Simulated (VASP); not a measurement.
Here is a VASP 6.6.1 calculation.

Contents of INCAR:

```
SYSTEM = Al12NO
PREC = Accurate
ENCUT = 520
EDIFF = 1E-7
ISMEAR = -1
SIGMA = 0.1
LREAL = .FALSE.
LASPH = .TRUE.
NELM = 80
ALGO = Normal
ISIF = 2
LWAVE = .FALSE.
LCHARG = .FALSE.
GGA = PE
IVDW = 12
NBANDS = 36
```

KPOINTS

```
regular mesh
0
G
  3 3 1
  0 0 0
```

Contents of POSCAR:

```
Al12NO
1.0
    5.7275650000      0.0000000000      0.0000000000
    2.8637820000      4.9602170000      0.0000000000
    0.0000000000      0.0000000000     18.6765370000
Al N O
12 1 1
Direct
    0.1666684945      0.1666660955      0.0535431167
    0.6666715499      0.1666660955      0.0535431167
    0.1666709227      0.6666643818      0.0535431167
    0.6666739781      0.6666643818      0.0535431167
   -0.1712548717      0.3414971563      0.1812220328
    0.3306623493      0.3441986510      0.1806169955
   -0.1640749262      0.8387334667      0.1795943220
    0.3279073513      0.8410519137      0.1853662700
   -0.0042087429      0.0045764127      0.3186832762
    0.5631170076      0.0232247904      0.2962112302
    0.0041167658      0.5055625591      0.3034181337
    0.5066777372      0.4980024059      0.3101752750
    0.3170397967     -0.1092492526      0.3529026821
    0.4089445223     -0.0247771418      0.4043040741
```

Potentials or basis: VASP PAW PBE potentials, release 64 (Al, N, O).

Command:

```sh
$ cat potpaw_PBE.64/Al/POTCAR potpaw_PBE.64/N/POTCAR potpaw_PBE.64/O/POTCAR > POTCAR
$ mpirun -np 1 vasp_std > vasp.out
```

**Question.** Predict the largest force.

**Answer.** 2.682 eV/Å.

**Question.** Estimate the dispersion energy per atom.

**Answer.** -0.212 eV.

**Question.** Estimate the band gap on the k mesh.

**Answer.** Zero (an odd number of electrons rules out a gap without spin polarisation).

Forces in eV/Å, atoms in the order of the input:
```
Al  -0.093 -0.250  0.244
Al   0.091  0.060  0.114
Al   0.309  0.206  0.285
Al  -0.252  0.063  0.195
Al  -0.034 -0.083  0.005
Al  -0.068  0.023 -0.155
Al   0.189 -0.228 -0.535
Al  -0.063 -0.038 -0.533
Al  -1.782  1.069 -1.456
Al  -2.149 -0.310  1.575
Al   0.185  0.138 -0.106
Al   0.335  0.546  0.028
N    1.462 -1.882 -0.985
O    1.869  0.687  1.323
```

Caveat: the k points lie up to 0.42 Å⁻¹ apart, too coarse for converged energies and pressures of a metal; there is no dipole correction, which matters where the two faces differ; an odd number of electrons without spin polarisation forces a metal; a magnetic or distorted state may lie lower.
